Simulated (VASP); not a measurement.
# ZnO (Pm-3m) in VASP: notebook

Runs on ZnO. Level: PBE. Tasks: single point.

All numbers are computed with VASP 6.6.1; they aren't measurements. Logs are shortened: lines on timing, memory, paths and dates and some standing lists are left out, and cuts for length are marked.

## Step 1: The cell of the first run

Symmetry: Pm-3m, No. 221, cubic system. Conventional cell: a = 2.652 Å, b = 2.652 Å, c = 2.652 Å, α = 90.00°, β = 90.00°, γ = 90.00°. Within 3.0 Å of Zn (site symmetry m-3m) lie 8 O at 2.30 Å and 6 Zn at 2.65 Å. O (site symmetry m-3m) has 8 Zn at 2.30 Å and 6 O at 2.65 Å within 3.0 Å.

## Step 2: Single point, PBE

INCAR reads:

```
  ALGO = Normal
  EDIFF = 1E-6
  ENCUT = 600
  GGA = PE
  GGA_COMPAT = False
  ISIF = 2
  ISMEAR = -1
  LASPH = True
  LCHARG = False
  LREAL = False
  LWAVE = False
  NBANDS = 16
  NELM = 120
  PREC = Accurate
  SIGMA = 0.05
```

KPOINTS reads:

```
k-points
0
Gamma
  10 10 10
```

POSCAR reads:

```
ZnO
1.0
    2.6518783841      0.0000000000      0.0000000000
    0.0000000000      2.6518783841      0.0000000000
    0.0000000000      0.0000000000      2.6518783841
Zn O
1 1
Direct
    0.0000000000      0.0000000000      0.0000000000
    0.5000000000      0.5000000000      0.5000000000
```

Potentials or basis: VASP PAW PBE potentials, release 64 (Zn, O).

On the command line:

```console
$ cat potpaw_PBE.64/Zn/POTCAR potpaw_PBE.64/O/POTCAR > POTCAR
$ mpirun -np 1 vasp_std > vasp.out
```

OUTCAR:

```text
EDIFF = 1E-6
   ENCUT = 600
   GGA = PE
   ISIF = 2
   ISMEAR = -1
   LASPH = True
   LREAL = False
   NELM = 120
   PREC = Accurate

 ion  position               nearest neighbor table
   1  0.000  0.000  0.000-   2 2.30   2 2.30   2 2.30   2 2.30   2 2.30   2 2.30   2 2.30   2 2.30

   2  0.500  0.500  0.500-   1 2.30   1 2.30   1 2.30   1 2.30   1 2.30   1 2.30   1 2.30   1 2.30

  LATTYP: Found a simple cubic cell.
 ALAT       =     2.6518783841

  Lattice vectors:

 A1 = (   2.6518783841,   0.0000000000,   0.0000000000)
 A2 = (   0.0000000000,   2.6518783841,   0.0000000000)
 A3 = (   0.0000000000,   0.0000000000,   2.6518783841)

Analysis of symmetry for initial positions (statically):
=====================================================================
 Subroutine PRICEL returns:
 Original cell was already a primitive cell.

 Routine SETGRP: Setting up the symmetry group for a
 simple cubic supercell.

 Subroutine GETGRP returns: Found 48 space group operations
 (whereof 48 operations were pure point group operations)
 out of a pool of 48 trial point group operations.

The static configuration has the point symmetry O_h .

Analysis of symmetry for dynamics (positions and initial velocities):
=====================================================================
 Subroutine PRICEL returns:
 Original cell was already a primitive cell.

 Routine SETGRP: Setting up the symmetry group for a
 simple cubic supercell.

 Subroutine GETGRP returns: Found 48 space group operations
 (whereof 48 operations were pure point group operations)
 out of a pool of 48 trial point group operations.

The dynamic configuration has the point symmetry O_h .

 Subroutine INISYM returns: Found 48 space group operations
 (whereof 48 operations are pure point group operations),
 and found     1 'primitive' translations

----------------------------------------------------------------------------------------

                                     Primitive cell

  volume of cell :      18.6492

  direct lattice vectors                    reciprocal lattice vectors
     2.651878384  0.000000000  0.000000000     0.377091199  0.000000000  0.000000000
     0.000000000  2.651878384  0.000000000     0.000000000  0.377091199  0.000000000
     0.000000000  0.000000000  2.651878384     0.000000000  0.000000000  0.377091199

  length of vectors
     2.651878384  2.651878384  2.651878384     0.377091199  0.377091199  0.377091199

  position of ions in fractional coordinates (direct lattice)
     0.000000000  0.000000000  0.000000000
     0.500000000  0.500000000  0.500000000

  ion indices of the primitive-cell ions
   primitive index   ion index
                 1           1
                 2           2

----------------------------------------------------------------------------------------

 KPOINTS: k-points

Automatic generation of k-mesh.
 Grid dimensions read from file:
 generate k-points for:   10   10   10

 Generating k-lattice:

  Cartesian coordinates                     Fractional coordinates (reciprocal lattice)
     0.037709120  0.000000000  0.000000000     0.100000000  0.000000000  0.000000000
     0.000000000  0.037709120  0.000000000     0.000000000  0.100000000  0.000000000
     0.000000000  0.000000000  0.037709120     0.000000000  0.000000000  0.100000000

  Length of vectors
     0.037709120  0.037709120  0.037709120

  Shift w.r.t. Gamma in fractional coordinates (k-lattice)
     0.000000000  0.000000000  0.000000000

 Subroutine IBZKPT returns following result:
 ===========================================

 Found     56 irreducible k-points:

 Following reciprocal coordinates:
            Coordinates               Weight
  0.000000  0.000000  0.000000      1.000000
  0.100000  0.000000  0.000000      6.000000
  0.200000  0.000000  0.000000      6.000000
  0.300000  0.000000  0.000000      6.000000
  0.400000  0.000000  0.000000      6.000000
  0.500000  0.000000  0.000000      3.000000
[... 16 lines left out ...]
  0.200000  0.100000  0.100000     24.000000
  0.300000  0.100000  0.100000     24.000000
 [... further k-points ...]
   k-points           NKPTS =     56   k-points in BZ     NKDIM =     56   number of bands    NBANDS=     16
   number of dos      NEDOS =    301   number of ions     NIONS =      2
   total plane-waves  NPLWV =  13824
   dimension x,y,z NGX =    24 NGY =   24 NGZ =   24
   dimension x,y,z NGXF=    48 NGYF=   48 NGZF=   48
   ions per type =               1   1
   NGX,Y,Z   is equivalent  to a cutoff of  15.05, 15.05, 15.05 a.u.
   NGXF,Y,Z  is equivalent  to a cutoff of  30.09, 30.09, 30.09 a.u.
 SYSTEM =  unknown system
   PREC   = accura    normal or accurate (medium, high low for compatibility)
   ISTART =      0    job   : 0-new  1-cont  2-samecut
   ICHARG =      2    charge: 1-file 2-atom 10-const
   ISPIN  =      1    spin polarized calculation?
   LNONCOLLINEAR =      F non collinear calculations
   LSORBIT =      F    spin-orbit coupling
   LASPH  =      T    aspherical Exc in radial PAW
   ENCUT  =  600.0 eV  44.10 Ry    6.64 a.u.   5.30  5.30  5.30*2*pi/ulx,y,z
   NELM   =    120;   NELMIN=  2; NELMDL= -5     # of ELM steps
   EDIFF  = 0.1E-05   stopping-criterion for ELM
   LREAL  =      F    real-space projection
   EDIFFG = 0.1E-04   stopping-criterion for IOM
   NSW    =      0    number of steps for IOM
   IBRION =     -1    ionic relax: 0-MD 1-quasi-New 2-CG
   NFREE  =      0    steps in history (QN), initial steepest desc. (CG)
   ISIF   =      2    stress and relaxation
   ISYM   =      2    0-nonsym 1-usesym 2-fastsym
   POTIM  = 0.5000    time-step for ionic-motion
   TEBEG  =    0.0;   TEEND  =   0.0 temperature during run
   PSTRESS=    0.0 pullay stress
   NELECT =      18.0000    total number of electrons
   NUPDOWN=      -1.0000    fix difference up-down
   EMIN   =  10.00;   EMAX   =-10.00  energy-range for DOS
   EFERMI =   0.00;   METHOD = LEGACY
   ISMEAR =    -1;   SIGMA  =   0.05  broadening in eV -4-tet -1-fermi 0-gaus
   EFERMI_NEDOS =   21; number of points for ismear=-14 and -15
   IALGO  =     38    algorithm
   IMIX   =      4    mixing-type and parameters
     AMIX     =   0.40;   BMIX     =  1.00
     AMIX_MAG =   1.60;   BMIX_MAG =  1.00
  volume/ion in A,a.u.               =       9.32        62.93
  Fermi-wavevector in a.u.,A,eV,Ry     =   1.617877  3.057343 35.613586  2.617525
  Thomas-Fermi vector in A             =   2.712230
   LORBIT       =      0    0 simple, 1 ext, 2 COOP (PROOUT), +10 PAW based schemes
   GGA     = PE    functional components
   LHFCALC =     F    Hartree Fock is set to
   AEXX    =    0.0000 exact exchange contribution
   IVDW    =     0    specifies the selected vdW correction
   LEPSILON=     F    determine dielectric tensor
   LRPA    =     F    only Hartree local field effects (RPA)
 non-spin polarized calculation
  energy-cutoff  :      600.00
  volume of cell :       18.65
 maximum number of plane-waves:       639
 NGX is ok and might be reduce to    24
   NGX = 11   NGY = 11   NGZ = 11

 number of electron      18.0000018 magnetization

 Free energy of the ion-electron system (eV)
  ---------------------------------------------------
  ext. energy  EPLUGINS =         0.00000000
  ---------------------------------------------------
  free energy    TOTEN  =        -7.47365131 eV

  energy without entropy =       -7.47310045  energy(sigma->0) =       -7.47337588

 E-fermi :   3.6802     XC(G=0): -12.7349

 val. band max:        3.5165309049   @ k =   0.5000   0.0000   0.0000
 cond. band min:       4.0814228194   @ k =   0.1000   0.0000   0.0000
 fundamental gap:      0.5648919146
 Fermi energy:         3.6802429371

 k-point     1 :       0.0000    0.0000    0.0000
  band No.  band energies     occupation
      1     -15.2824      2.00000
      2      -3.0194      2.00000
      3      -3.0194      2.00000
      4      -1.8353      2.00000
      5      -1.8353      2.00000
      6      -1.8353      2.00000
[... 8 lines left out ...]
     15      21.4236      0.00000
     16      36.1436      0.00000

 k-point     2 :       0.1000    0.0000    0.0000
  band No.  band energies     occupation
      1     -15.1758      2.00000
      2      -3.0058      2.00000
      3      -3.0052      2.00000
      4      -1.9101      2.00000
      5      -1.9101      2.00000
      6      -1.8317      2.00000
[... 8 lines left out ...]
     15      22.3907      0.00000
     16      32.9726      0.00000

 k-point     3 :       0.2000    0.0000    0.0000
  band No.  band energies     occupation
      1     -14.8794      2.00000
      2      -3.1120      2.00000
      3      -2.9678      2.00000
      4      -2.0905      2.00000
      5      -2.0905      2.00000
      6      -1.8223      2.00000
[... 8 lines left out ...]
     15      24.5437      0.00000
     16      29.6793      0.00000

 k-point     4 :       0.3000    0.0000    0.0000
  band No.  band energies     occupation
      1     -14.4695      2.00000
      2      -3.6900      2.00000
      3      -2.9214      2.00000
      4      -2.2895      2.00000
      5      -2.2895      2.00000
      6      -1.8107      2.00000
[... 8 lines left out ...]
     15      26.8612      0.00000
     16      27.3271      0.00000
[... 324 lines left out ...]
 k-point    22 :       0.1000    0.1000    0.1000
  band No.  band energies     occupation
      1     -14.9704      2.00000
      2      -2.9596      2.00000
      3      -2.9596      2.00000
      4      -2.0589      2.00000
      5      -1.9448      2.00000
      6      -1.9448      2.00000
[... 8 lines left out ...]
     15      23.0956      0.00000
     16      30.8250      0.00000

 k-point    23 :       0.2000    0.1000    0.1000
  band No.  band energies     occupation
      1     -14.6888      2.00000
      2      -3.0034      2.00000
      3      -2.9184      2.00000
      4      -2.1998      2.00000
      5      -2.1397      2.00000
      6      -1.9273      2.00000
[... 8 lines left out ...]
     15      25.3811      0.00000
     16      29.0951      0.00000

 k-point    24 :       0.3000    0.1000    0.1000
  band No.  band energies     occupation
      1     -14.3021      2.00000
      2      -3.4903      2.00000
      3      -2.8629      2.00000
      4      -2.3570      2.00000
      5      -2.2543      2.00000
      6      -1.9006      2.00000
[... 8 lines left out ...]
     15      27.8754      0.00000
     16      27.9461      0.00000

 [... further k-points ...]

------------------------ aborting loop because EDIFF is reached ----------------------------------------

  FORCE on cell =-STRESS in cart. coord.  units (eV):
  Direction    XX          YY          ZZ          XY          YZ          ZX
  --------------------------------------------------------------------------------------
  -------------------------------------------------------------------------------------
  Total        0.8934462      0.8934462      0.8934462     -0.0000000      0.0000000     -0.0000000
  in kB       76.7570330     76.7570330     76.7570330     -0.0000000      0.0000000     -0.0000000
  external PRESSURE =      76.7570330 kB  Pullay stress =       0.0000000 kB

 VOLUME and BASIS-vectors are now :
 -----------------------------------------------------------------------------
  energy-cutoff  :      600.00
  volume of cell :       18.65
      direct lattice vectors                 reciprocal lattice vectors
     2.651878384  0.000000000  0.000000000     0.377091199  0.000000000  0.000000000
     0.000000000  2.651878384  0.000000000     0.000000000  0.377091199  0.000000000
     0.000000000  0.000000000  2.651878384     0.000000000  0.000000000  0.377091199

 POSITION                                       TOTAL-FORCE (eV/Angst)
 -----------------------------------------------------------------------------------
      0.00000      0.00000      0.00000         0.000000      0.000000      0.000000
      1.32594      1.32594      1.32594         0.000000      0.000000      0.000000
 -----------------------------------------------------------------------------------
    total drift:                                0.000000      0.000000     -0.000000

  FREE ENERGIE OF THE ION-ELECTRON SYSTEM (eV)
  ---------------------------------------------------
  free  energy   TOTEN  =        -7.4736513135 eV

  energy  without entropy=       -7.4731004494  energy(sigma->0) =       -7.47337588
```

Run time: 13 s. Hardware: 1 thread of AMD EPYC 7R13 (Zen 3), shared host; peak memory 0.12 GiB.

What came out:

- Free energy: -7.4737 eV
- Pressure: 7.7 GPa
- Band gap on the k mesh: zero (bands 9 and 10 overlap by 0.64 eV)

Levels at points of the mesh, in eV from the Fermi level:
| k point | band 6 | band 7 | band 8 | band 9 | band 10 | band 11 | band 12 | band 13 |
| --- | --- | --- | --- | --- | --- | --- | --- | --- |
| (0.00, 0.00, 0.00) | -5.52 | -1.45 | -1.45 | -1.45 | -0.80 | 14.17 | 14.17 | 17.74 |
| (0.50, 0.00, 0.00) | -5.48 | -4.67 | -0.16 | -0.16 | 5.10 | 6.63 | 15.82 | 15.82 |
| (0.50, 0.50, 0.00) | -5.26 | -5.26 | -5.25 | -0.35 | 2.59 | 10.20 | 10.20 | 15.92 |
| (0.50, 0.50, 0.50) | -5.23 | -1.57 | -1.57 | -1.57 | 5.38 | 5.38 | 5.38 | 9.67 |

Caveat: the cell stands under pressure; semilocal functionals underestimate gaps, so a narrow gap can read as zero.

## Step 3: Single point, PBE

This run uses another cell than the first one, of 9.52 Å³/atom.

INCAR reads:

```
PREC = Accurate
ENCUT = 600
EDIFF = 1E-6
ISMEAR = -1
SIGMA = 0.05
LREAL = F
LASPH = T
NELM = 120
ALGO = Normal
ISIF = 2
LWAVE = F
LCHARG = F
GGA = PE
NBANDS = 16
GGA_COMPAT = F
```

KPOINTS reads:

```
Automatic mesh
0
Gamma
  10 10 10
```

POSCAR reads:

```
ZnO
1.0
    2.6701677785      0.0000000000      0.0000000000
    0.0000000000      2.6701677785      0.0000000000
    0.0000000000      0.0000000000      2.6701677785
Zn O
1 1
Direct
    0.0000000000      0.0000000000      0.0000000000
    0.5000000000      0.5000000000      0.5000000000
```

Potentials or basis: VASP PAW PBE potentials, release 64 (Zn, O).

On the command line:

```console
$ cat potpaw_PBE.64/Zn/POTCAR potpaw_PBE.64/O/POTCAR > POTCAR
$ mpirun -np 1 vasp_std > vasp.out
```

Run time: 13 s. Hardware: 1 thread of AMD EPYC 7R13 (Zen 3), shared host; peak memory 0.12 GiB.

Results (log left out):

```
Free energy            : -7.4885 eV
Pressure               : 3.8 GPa
Band gap on the k mesh : zero (bands 9 and 10 overlap by 0.75 eV)
```

Levels at points of the mesh, in eV from the Fermi level:
```tsv
k point	band 7	band 8	band 9	band 10	band 11	band 12
(0.00, 0.00, 0.00)	-1.40	-1.40	-1.40	-0.92	14.06	14.06
(0.50, 0.00, 0.00)	-4.67	-0.17	-0.17	4.99	6.46	15.63
(0.50, 0.50, 0.00)	-5.12	-5.12	-0.33	2.51	10.04	10.04
(0.50, 0.50, 0.50)	-1.57	-1.57	-1.57	5.36	5.36	5.36
```

Caveat: the cell stands under pressure; semilocal functionals underestimate gaps, so a narrow gap can read as zero.

(Continued in part 2 of 2.)
